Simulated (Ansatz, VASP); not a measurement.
**Two plane-wave programs on InP**

```
In P
1.0
     0.00000    2.94991    2.94991
     2.94991    0.00000    2.94991
     2.94991    2.94991    0.00000
In P
1 1
Direct
  0.00000 0.00000 0.00000
  0.75000 0.75000 0.75000
```

Alike in both runs: task single point; functional HSE06; k mesh 4 × 4 × 4; occupations fermi-dirac, width 0.05 eV; no spin polarisation.

|  | VASP | Ansatz |
| --- | --- | --- |
| version | VASP 6.6.1 | Ansatz 0.2.0 |
| potentials or method | VASP PAW PBE potentials, release 64 (In_d, P) | Ansatz PAW |
| plane-wave cutoff (eV) | 520 | 420 |
| valence electrons in the cell | 18 | 18 |

Ansatz gave:

| Item | Value |
| --- | --- |
| gap on the k mesh at the Fermi level (eV) | 1.42 |
| least direct gap on the mesh (eV) | 1.42 |
| pressure (GPa) | 0.3 |

Problem. Which values does VASP return?

Solution. gap on the k mesh at the Fermi level (eV): 1.41; least direct gap on the mesh (eV): 1.41; pressure (GPa): 0.1.

The k mesh is coarse, so the values compare programs but aren't converged.
